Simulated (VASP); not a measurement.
# InSb3 (Fm-3m) in VASP: further runs, part 2 of 2

VASP 6.6.1. Earlier steps stand in the parts before.

### Step 4. Relaxation of cell and atoms, PBE

The input, INCAR:

```
SYSTEM = InSb3
PREC     = Accurate       ! precision mode
ENCUT    = 600            ! plane-wave cutoff, eV
EDIFF    = 1E-6           ! SCF threshold, eV
ISMEAR   = 0              ! smearing method
SIGMA    = 0.1            ! smearing width, eV
LREAL    = .FALSE.        ! projectors in reciprocal space
LASPH    = .TRUE.         ! aspherical terms in the spheres
NELM     = 60             ! most SCF steps
ALGO     = Normal         ! electronic algorithm
ISIF     = 3              ! what is computed and relaxed
LWAVE    = .FALSE.        ! write WAVECAR
LCHARG   = .FALSE.        ! write CHGCAR
GGA      = PE             ! functional
IBRION   = 2              ! ionic algorithm
NSW      = 100            ! ionic steps
EDIFFG   = -0.01          ! ionic threshold
```

The input, KPOINTS:

```
regular mesh
0
G
  10 10 10
  0 0 0
```

The input, POSCAR:

```
InSb3
1.0
    0.0000000000      3.7945549500      3.7945549500
    3.7945549500      0.0000000000      3.7945549500
    3.7945549500      3.7945549500      0.0000000000
In Sb
1 3
Direct
    0.0000000000      0.0000000000      0.0000000000
    0.2500000000      0.2500000000      0.2500000000
    0.7500000000      0.7500000000      0.7500000000
    0.5000000000      0.5000000000      0.5000000000
```

Potentials or basis: VASP PAW PBE potentials, release 64 (In_d, Sb).

Command:

```
$ cat potpaw_PBE.64/In_d/POTCAR potpaw_PBE.64/Sb/POTCAR > POTCAR
$ mpirun -np 1 vasp_std > vasp.out
```

OUTCAR:

```text
SYSTEM = InSb3
   PREC = Accurate
   ENCUT = 600
   EDIFF = 1E-6
   ISMEAR = 0
   LREAL = .FALSE.
   LASPH = .TRUE.
   NELM = 60
   ISIF = 3
   GGA = PE
   IBRION = 2
   NSW = 100
   EDIFFG = -0.01

 ion  position               nearest neighbor table
   1  0.000  0.000  0.000-   3 3.29   3 3.29   3 3.29   2 3.29   3 3.29   2 3.29   2 3.29   2 3.29
                             4 3.79   4 3.79   4 3.79   4 3.79   4 3.79   4 3.79
   2  0.250  0.250  0.250-   1 3.29   1 3.29   1 3.29   1 3.29   4 3.29   4 3.29   4 3.29   4 3.29

   3  0.750  0.750  0.750-   4 3.29   4 3.29   4 3.29   1 3.29   4 3.29   1 3.29   1 3.29   1 3.29

   4  0.500  0.500  0.500-   2 3.29   2 3.29   2 3.29   2 3.29   3 3.29   3 3.29   3 3.29   3 3.29
                             1 3.79   1 3.79   1 3.79   1 3.79   1 3.79   1 3.79

  LATTYP: Found a face centered cubic cell.
[... 267 lines left out ...]
  ---------------------------------------------------
  ext. energy  EPLUGINS =         0.00000000
  ---------------------------------------------------
  free energy    TOTEN  =       -14.30743719 eV

  energy without entropy =      -14.29750218  energy(sigma->0) =      -14.30246969

 E-fermi :   8.0129     XC(G=0): -10.1575

 val. band max:        7.9565951435   @ k =   0.4000   0.2000   0.1000
 cond. band min:       8.0466397774   @ k =   0.3000   0.2000   0.1000
 fundamental gap:      0.0900446339
 Fermi energy:         8.0128729702

 k-point     1 :       0.0000    0.0000    0.0000
  band No.  band energies     occupation
      1      -6.4856      2.00000
      2      -6.4856      2.00000
      3      -6.4856      2.00000
      4      -6.4538      2.00000
      5      -6.4538      2.00000
      6      -4.2376      2.00000
[... 481 lines left out ...]
      5      -6.4520      2.00000
      6      -3.0049      2.00000
[... 10 lines left out ...]
     17      10.0858      0.00000
     18      10.4270      0.00000

 [... further k-points ...]
[... 5 lines left out ...]
  --------------------------------------------------------------------------------------
  -------------------------------------------------------------------------------------
  Total        0.0031241      0.0031241      0.0031241      0.0000000     -0.0000000      0.0000000
  in kB        0.0460011      0.0460011      0.0460011      0.0000000     -0.0000000      0.0000000
  external PRESSURE =       0.0460011 kB  Pullay stress =       0.0000000 kB
[... 19 lines left out ...]
  FREE ENERGIE OF THE ION-ELECTRON SYSTEM (eV)
  ---------------------------------------------------
  free  energy   TOTEN  =       -14.3074371891 eV

  energy  without entropy=      -14.2975021829  energy(sigma->0) =      -14.30246969

 reached required accuracy - stopping structural energy minimisation
```

CONTCAR:

```text
InSb3
   1.00000000000000
    -0.0000000000000000    3.7891680115417912    3.7891680115417912
     3.7891680115417912    0.0000000000000000    3.7891680115417912
     3.7891680115417912    3.7891680115417912   -0.0000000000000000
  In              Sb
     1     3
Direct
     0.0000000000000000    0.0000000000000000    0.0000000000000000
     0.2500000000000000    0.2500000000000000    0.2500000000000000
     0.7500000000000000    0.7500000000000000    0.7500000000000000
     0.5000000000000000    0.5000000000000000    0.5000000000000000

  0.00000000E+00  0.00000000E+00  0.00000000E+00
  0.00000000E+00  0.00000000E+00  0.00000000E+00
  0.00000000E+00  0.00000000E+00  0.00000000E+00
  0.00000000E+00  0.00000000E+00  0.00000000E+00
```

It took 2.3 min on 1 thread of Intel Xeon 6975P-C (Granite Rapids), shared host; peak memory 0.39 GiB.

Results:

- Free energy: -14.3074 eV
- Relaxed volume: 27.20 Å³/atom
- Relaxed cell: a = 5.359 Å, b = 5.359 Å, c = 5.359 Å, α = 60.00°, β = 60.00°, γ = 60.00°
- Space group after relaxing (to 0.05 Å): Fm-3m (No. 225)
- Energy gained by relaxing: 0.1 meV/atom
- Ionic steps: 3
- Pressure after relaxing: 0.0 GPa

The path:
| step | energy change (eV) | largest force (eV/Å) | pressure (GPa) | volume (Å³) |
| --- | --- | --- | --- | --- |
| 1 | 0.0000 | 0.0000 | -0.23 | 109.27 |
| 2 | -0.0003 | 0.0000 | 0.07 | 108.67 |
| 3 | -0.0003 | 0.0000 | 0.00 | 108.81 |

Final structure:
```cif
data_structure
_symmetry_space_group_name_H-M 'P 1'
_symmetry_Int_Tables_number 1
_cell_length_a 5.3587
_cell_length_b 5.3587
_cell_length_c 5.3587
_cell_angle_alpha 60.000
_cell_angle_beta 60.000
_cell_angle_gamma 60.000
_cell_volume 108.81
loop_
_atom_site_label
_atom_site_type_symbol
_atom_site_fract_x
_atom_site_fract_y
_atom_site_fract_z
_atom_site_occupancy
In1 In 0.00000 0.00000 0.00000 1
Sb1 Sb 0.25000 0.25000 0.25000 1
Sb2 Sb 0.75000 0.75000 0.75000 1
Sb3 Sb 0.50000 0.50000 0.50000 1
```

Caveat: the bands computed are all filled at some k points, so no gap is given; spin-orbit coupling is left out, which moves the levels of the heavy elements.

### Step 5. The runs side by side

```csv
task,cell,k mesh,cutoff (eV),gap on the mesh (eV),pressure (GPa)
single point,"a = 5.366 Å, angles 60.0°, 4 atoms",4 × 4 × 4,520,none,-1.4
single point,"a = 5.360 Å, angles 60.0°, 4 atoms",10 × 10 × 10,520,none,0.0
relaxation of cell and atoms,"relaxed from a = 5.366 Å, angles 60.0°, 4 atoms",10 × 10 × 10,600,-,0.0
```

Alike in all rows: level PBE; potentials or basis VASP PAW PBE potentials, release 64 (In_d, Sb); no spin polarisation; smearing gaussian 0.1 eV.

Caveats: spin-orbit coupling is left out, which moves the levels of the heavy elements; the bands computed are all filled at some k points, so no gap is given (some runs).

Total energies depend on the potentials used, so only differences within one code and one set of settings carry meaning.
